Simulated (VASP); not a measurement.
Write the native input for VASP 6.6.1 that does the following.

- Task: single point
- Functional: PBE
- Potentials or basis: VASP PAW PBE potentials, release 64 (Cd, Hg, Se)
- Cutoff: 520 eV
- k mesh: 4 × 4 × 2
- Occupations: gaussian, width 0.1 eV
- Spin: no spin polarisation
- Dipole correction: no
- Further INCAR settings: ALGO = Normal; EDIFF = 1e-07; NBANDS = 46

The structure of Cd3HgSe4 lies in POSCAR:

```
Cd3HgSe4
1.0
    4.2166723600      0.0000000000      0.0000000000
    0.0000000000      4.2166723600      0.0000000000
    0.0000000000      0.0000000000     11.9265504700
Cd Hg Se
3 1 4
Direct
    0.0000000000      0.0000000000      0.7500000000
    0.0000000000      0.0000000000      0.2500000000
    0.5000000000      0.5000000000      0.5000000000
    0.5000000000      0.5000000000      0.0000000000
    0.5000000000      0.0000000000      0.8750000000
    0.0000000000      0.5000000000      0.1250000000
    0.5000000000      0.0000000000      0.3750000000
    0.0000000000      0.5000000000      0.6250000000
```

The input as run:

INCAR

```
PREC     = Accurate       # precision mode
ENCUT    = 520            # plane-wave cutoff, eV
EDIFF    = 1E-7           # SCF threshold, eV
ISMEAR   = 0              # smearing method
SIGMA    = 0.1            # smearing width, eV
LREAL    = False          # projectors in reciprocal space
LASPH    = True           # aspherical terms in the spheres
NELM     = 100            # most SCF steps
ALGO     = Normal         # electronic algorithm
ISIF     = 2              # what is computed and relaxed
LWAVE    = False          # write WAVECAR
LCHARG   = False          # write CHGCAR
GGA      = PE             # functional
NBANDS   = 46             # bands
```

KPOINTS

```
regular mesh
0
Gamma
  4 4 2
```

Potentials or basis: VASP PAW PBE potentials, release 64 (Cd, Hg, Se).

The run is started by

```sh
$ cat potpaw_PBE.64/Cd/POTCAR potpaw_PBE.64/Hg/POTCAR potpaw_PBE.64/Se/POTCAR > POTCAR
$ mpirun -np 1 vasp_std > vasp.out
```

It gave:

```yaml
Pressure: 7.8 GPa
Largest_force: 0.246 eV/Å
Band_gap_on_the_k_mesh: 0.29 eV
```

Caveat: the cell stands under pressure; spin-orbit coupling is left out, which moves the levels of the heavy elements.

Run time: 57 s on 1 thread of Intel(R) Xeon(R) 6975P-C (Granite Rapids), on a shared host, peak memory 0.35 GiB.
